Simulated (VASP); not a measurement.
# LiNbO3 (R3c) in VASP: notebook, part 3 of 3

VASP 6.6.1. The steps go on from the part before.

## Step 5: Single point, PBE

This run uses another cell than the first one, of 10.90 Å³/atom.

INCAR

```
SYSTEM = LiNbO3
ALGO     = Normal         ! electronic algorithm
EDIFF    = 1E-6           ! SCF threshold, eV
ENCUT    = 520            ! plane-wave cutoff, eV
GGA      = PE             ! functional
ISIF     = 2              ! what is computed and relaxed
ISMEAR   = 0              ! smearing method
LASPH    = .True.         ! aspherical terms in the spheres
LCHARG   = .False.        ! write CHGCAR
LREAL    = .False.        ! projectors in reciprocal space
LWAVE    = .False.        ! write WAVECAR
NBANDS   = 45             ! bands
NELM     = 60             ! most SCF steps
PREC     = Accurate       ! precision mode
SIGMA    = 0.02           ! smearing width, eV
```

KPOINTS

```
k-points
0
Gamma
  6 6 6
  0 0 0
```

POSCAR

```
LiNbO3
1.0
    2.5947509083      1.4980801354      4.6714923687
   -2.5947509083      1.4980801354      4.6714923687
    0.0000000000     -2.9961602708      4.6714923687
Li Nb O
2 2 6
Direct
    0.2816005315      0.2816005315      0.2816005315
    0.7816005315      0.7816005315      0.7816005315
    0.0004548846      0.0004548846      0.0004548846
    0.5004548846      0.5004548846      0.5004548846
    0.1104435740      0.3581703422      0.7211456677
    0.7211456677      0.1104435740      0.3581703422
    0.3581703422      0.7211456677      0.1104435740
    0.2211456677      0.8581703422      0.6104435740
    0.8581703422      0.6104435740      0.2211456677
    0.6104435740      0.2211456677      0.8581703422
```

Potentials or basis: VASP PAW PBE potentials, release 64 (Li_sv, Nb_sv, O).

Command:

```sh
> cat potpaw_PBE.64/Li_sv/POTCAR potpaw_PBE.64/Nb_sv/POTCAR potpaw_PBE.64/O/POTCAR > POTCAR
> mpirun -np 1 vasp_std > vasp.out
```

OUTCAR:

```text
SYSTEM = LiNbO3
   EDIFF = 1E-6
   ENCUT = 520
   GGA = PE
   ISIF = 2
   ISMEAR = 0
   LASPH = .True.
   LREAL = .False.
   NELM = 60
   PREC = Accurate

 ion  position               nearest neighbor table
   1  0.282  0.282  0.282-   9 2.08  10 2.08   8 2.08   6 2.27   7 2.27   5 2.27
   2  0.782  0.782  0.782-   5 2.08   6 2.08   7 2.08  10 2.27   8 2.27   9 2.27
   3  0.000  0.000  0.000-   7 1.88   6 1.88   5 1.88  10 2.16   8 2.16   9 2.16
   4  0.500  0.500  0.500-   8 1.88  10 1.88   9 1.88   6 2.16   7 2.16   5 2.16
   5  0.110  0.358  0.721-   3 1.88   2 2.08   4 2.16   1 2.27
   6  0.721  0.110  0.358-   3 1.88   2 2.08   4 2.16   1 2.27
   7  0.358  0.721  0.110-   3 1.88   2 2.08   4 2.16   1 2.27
   8  0.221  0.858  0.610-   4 1.88   1 2.08   3 2.16   2 2.27
   9  0.858  0.610  0.221-   4 1.88   1 2.08   3 2.16   2 2.27
  10  0.610  0.221  0.858-   4 1.88   1 2.08   3 2.16   2 2.27

  LATTYP: Found a trigonal (rhomboedric) cell.
 ALAT       =     5.5497583118
 COS(alpha) =     0.5628069994

  Lattice vectors:

 A1 = (   2.5947509083,   1.4980801354,   4.6714923687)
 A2 = (  -2.5947509083,   1.4980801354,   4.6714923687)
[... 198 lines left out ...]
 cond. band min:       6.8793804134   @ k =   0.5000   0.3333  -0.0000
 fundamental gap:      3.5556809836
 Fermi energy:         3.6107558384

 k-point     1 :       0.0000    0.0000    0.0000
  band No.  band energies     occupation
      1     -50.9119      2.00000
      2     -50.8986      2.00000
      3     -39.3406      2.00000
      4     -39.3383      2.00000
      5     -27.1848      2.00000
      6     -27.1848      2.00000
[... 1141 lines left out ...]
     44      12.6557      0.00000
     45      13.6024      0.00000

 [... further k-points ...]
[... 5 lines left out ...]
  --------------------------------------------------------------------------------------
  -------------------------------------------------------------------------------------
  Total       -0.2169585     -0.2169585     -0.2103213      0.0000000     -0.0000000      0.0000000
  in kB       -3.1904331     -3.1904331     -3.0928318      0.0000000     -0.0000000      0.0000000
  external PRESSURE =      -3.1578993 kB  Pullay stress =       0.0000000 kB

 VOLUME and BASIS-vectors are now :
 -----------------------------------------------------------------------------
  energy-cutoff  :      520.00
  volume of cell :      108.95
      direct lattice vectors                 reciprocal lattice vectors
     2.594750908  1.498080135  4.671492369     0.192696724  0.111253506  0.071354785
    -2.594750908  1.498080135  4.671492369    -0.192696724  0.111253506  0.071354785
     0.000000000 -2.996160271  4.671492369     0.000000000 -0.222507011  0.071354785

 POSITION                                       TOTAL-FORCE (eV/Angst)
 -----------------------------------------------------------------------------------
      0.00000      0.00000      3.94648        -0.000000      0.000000      0.003964
      0.00000      0.00000     10.95372        -0.000000      0.000000      0.003964
      0.00000      0.00000      0.00637        -0.000000      0.000000     -0.023539
      0.00000      0.00000      7.01361        -0.000000      0.000000     -0.023539
     -0.64279     -1.45865      5.55795         0.010940      0.000776      0.006525
      1.58462      0.17265      5.55795        -0.006142      0.009087      0.006525
     -0.94183      1.28600      5.55795        -0.004798     -0.009862      0.006525
     -1.65292     -0.21208      7.89370         0.004798     -0.009862      0.006525
      0.64279      1.53751      7.89370        -0.010940      0.000776      0.006525
      1.01013     -1.32543      7.89370         0.006142      0.009087      0.006525
 -----------------------------------------------------------------------------------
    total drift:                                0.000000     -0.000001     -0.000736

  FREE ENERGIE OF THE ION-ELECTRON SYSTEM (eV)
  ---------------------------------------------------
  free  energy   TOTEN  =       -80.0421120804 eV

  energy  without entropy=      -80.0421120804  energy(sigma->0) =      -80.04211208
```

OSZICAR:

```text
N       E                     dE             d eps       ncg     rms          rms(c)
DAV:   1     0.722068780601E+03    0.72207E+03   -0.36654E+04  2880   0.159E+03
DAV:   2    -0.313333254187E+02   -0.75340E+03   -0.72874E+03  3664   0.541E+02
DAV:   3    -0.923895188153E+02   -0.61056E+02   -0.60503E+02  4184   0.143E+02
DAV:   4    -0.978712188008E+02   -0.54817E+01   -0.54660E+01  5176   0.393E+01
DAV:   5    -0.981389778983E+02   -0.26776E+00   -0.26765E+00  4363   0.615E+00    0.271E+01
DAV:   6    -0.801652080858E+02    0.17974E+02   -0.78359E+01  4120   0.534E+01    0.948E+00
DAV:   7    -0.800346408918E+02    0.13057E+00   -0.81241E+00  4432   0.163E+01    0.540E+00
DAV:   8    -0.800465140241E+02   -0.11873E-01   -0.94518E-01  4728   0.668E+00    0.189E+00
DAV:   9    -0.800369021770E+02    0.96118E-02   -0.15599E-01  4028   0.304E+00    0.985E-01
DAV:  10    -0.800421259848E+02   -0.52238E-02   -0.38502E-02  3904   0.144E+00    0.166E-01
DAV:  11    -0.800419795984E+02    0.14639E-03   -0.31423E-03  4350   0.366E-01    0.430E-02
DAV:  12    -0.800421152976E+02   -0.13570E-03   -0.36386E-04  4144   0.127E-01    0.230E-02
DAV:  13    -0.800421137603E+02    0.15373E-05   -0.96248E-05  4855   0.629E-02    0.196E-02
DAV:  14    -0.800421134861E+02    0.27413E-06   -0.17843E-05  4128   0.355E-02    0.715E-03
DAV:  15    -0.800421120662E+02    0.14199E-05   -0.21548E-06  2520   0.139E-02    0.260E-03
DAV:  16    -0.800421120804E+02   -0.14138E-07   -0.50428E-07  1915   0.633E-03
   1 F= -.80042112E+02 E0= -.80042112E+02  d E =-.716876E-93
```

Wall time 1.7 min (1 thread of Intel Xeon Platinum 8481C at 2.70GHz (Sapphire Rapids), shared host); peak memory 0.32 GiB.

What came out:

* Free energy: -80.0421 eV
* Largest force: 0.024 eV/Å
* Band gap on the k mesh: 3.56 eV (least direct gap 3.57 eV)

Forces on the atoms (eV/Å):
```
Li   0.000  0.000  0.004
Li   0.000  0.000  0.004
Nb   0.000  0.000 -0.024
Nb   0.000  0.000 -0.024
O    0.011  0.001  0.007
O   -0.006  0.009  0.007
O   -0.005 -0.010  0.007
O    0.005 -0.010  0.007
O   -0.011  0.001  0.007
O    0.006  0.009  0.007
```

Caveat: the cutoff is under 1.25 times the usual one of these potentials, so pressure, stress and relaxed cells hold a basis-set (Pulay) error.

## Step 6: Single point, PBE

This run uses another cell than the first one, of 10.90 Å³/atom.

INCAR

```
SYSTEM = LiNbO3
PREC     = Accurate       ! precision mode
ENCUT    = 520            ! plane-wave cutoff, eV
EDIFF    = 1E-6           ! SCF threshold, eV
ISMEAR   = 0              ! smearing method
SIGMA    = 0.01           ! smearing width, eV
LREAL    = .False.        ! projectors in reciprocal space
LASPH    = .True.         ! aspherical terms in the spheres
NELM     = 60             ! most SCF steps
ALGO     = Normal         ! electronic algorithm
ISIF     = 2              ! what is computed and relaxed
LWAVE    = .False.        ! write WAVECAR
LCHARG   = .False.        ! write CHGCAR
GGA      = PE             ! functional
NBANDS   = 45             ! bands
```

KPOINTS

```
Automatic mesh
0
Gamma
  6 6 6
  0 0 0
```

POSCAR is that of step 5.

Potentials or basis: VASP PAW PBE potentials, release 64 (Li_sv, Nb_sv, O).

Command:

```sh
> cat potpaw_PBE.64/Li_sv/POTCAR potpaw_PBE.64/Nb_sv/POTCAR potpaw_PBE.64/O/POTCAR > POTCAR
> mpirun -np 1 vasp_std > vasp.out
```

Run time: 1.7 min. Hardware: 1 thread of Intel Xeon Platinum 8481C at 2.70GHz (Sapphire Rapids), shared host; peak memory 0.32 GiB.

Results (log left out):

```yaml
Free_energy: -80.0421 eV
Largest_force: 0.024 eV/Å
Band_gap_on_the_k_mesh: 3.56 eV (least direct gap 3.57 eV)
```

Forces on the atoms (eV/Å):
```
Li   0.000  0.000  0.004
Li   0.000  0.000  0.004
Nb   0.000  0.000 -0.024
Nb   0.000  0.000 -0.024
O    0.011  0.001  0.007
O   -0.006  0.009  0.007
O   -0.005 -0.010  0.007
O    0.005 -0.010  0.007
O   -0.011  0.001  0.007
O    0.006  0.009  0.007
```

Levels at points of the mesh, in eV from the valence-band top:
```csv
k point,band 31,band 32,band 33,band 34,band 35,band 36,band 37,band 38
"(0.00, 0.00, 0.00)",-0.70,-0.50,0.00,0.00,3.57,3.57,4.03,5.07
"(0.50, 0.00, 0.00)",-0.30,-0.30,-0.22,-0.22,3.83,3.83,4.63,4.63
"(0.50, 0.50, 0.00)",-0.68,-0.67,-0.50,-0.19,3.65,4.09,4.53,4.58
"(0.50, 0.50, 0.50)",-0.31,-0.31,-0.31,-0.31,4.55,4.55,4.75,4.75
```

Caveat: the cutoff is under 1.25 times the usual one of these potentials, so pressure, stress and relaxed cells hold a basis-set (Pulay) error.

## Step 7: Overview

```csv
task,cell,cutoff (eV),smearing,gap on the mesh (eV),largest force (eV/Å)
single point,"a = 5.497 Å, angles 55.9°, 10 atoms",520,gaussian 0.1 eV,3.60,0.20
single point,"a = 5.550 Å, angles 55.7°, 10 atoms",520,gaussian 0.02 eV,3.56,0.02
relaxation of cell and atoms,"relaxed from a = 5.497 Å, angles 55.9°, 10 atoms",600,gaussian 0.02 eV,3.54,-
single point,"a = 5.550 Å, angles 55.7°, 10 atoms",520,gaussian 0.01 eV,3.56,0.02
```

Alike in all rows: level PBE; potentials or basis VASP PAW PBE potentials, release 64 (Li_sv, Nb_sv, O); no spin polarisation; k mesh 6 × 6 × 6.

Caveats: the cutoff is under 1.25 times the usual one of these potentials, so pressure, stress and relaxed cells hold a basis-set (Pulay) error.

Absolute energies hang on the potentials; compare differences alone.
